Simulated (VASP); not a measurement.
SnC2, 3 atoms in the cell. Symmetry: I4/mmm, No. 139, tetragonal system. The conventional cell has a = 3.942 Å, b = 3.942 Å, c = 6.466 Å, α = 90.00°, β = 90.00°, γ = 90.00°. Within 3.4 Å of Sn (site symmetry 4/mmm) lie 10 C at 2.60 to 2.86 Å. C (site symmetry 4mm) has 1 C at 1.26 Å within 1.7 Å. 

| Item | Value |
| --- | --- |
| Program | VASP 6.6.1 |
| Task | relaxation of cell and atoms |
| Functional | LDA |
| Potentials or basis | VASP PAW LDA potentials, release 64 (Sn_d, C) |
| Cutoff | 600 eV |
| k mesh | 12 × 12 × 12 |
| Occupations | gaussian, width 0.01 eV |
| Spin | no spin polarisation |
| Dipole correction | no |
| Further INCAR settings | ALGO = Normal; EDIFF = 1e-06; IBRION = 2; EDIFFG = -0.001; NSW = 80; ISIF = 3 |

Potentials or basis: VASP PAW LDA potentials, release 64 (Sn_d, C).

Launch:

```bash
$ cat potpaw_LDA.64/Sn_d/POTCAR potpaw_LDA.64/C/POTCAR > POTCAR
$ mpirun -np 1 vasp_std > vasp.out
```

Hardware: 1 thread of AMD EPYC 9R45 96-Core Processor (Zen 5), with other jobs on the host.

How long does it take, and how much memory?

Run time: 15 min on 1 thread of AMD EPYC 9R45 96-Core Processor (Zen 5), on a shared host, peak memory 0.27 GiB. Counts: scf iterations 133, k points 163, ion steps 53.
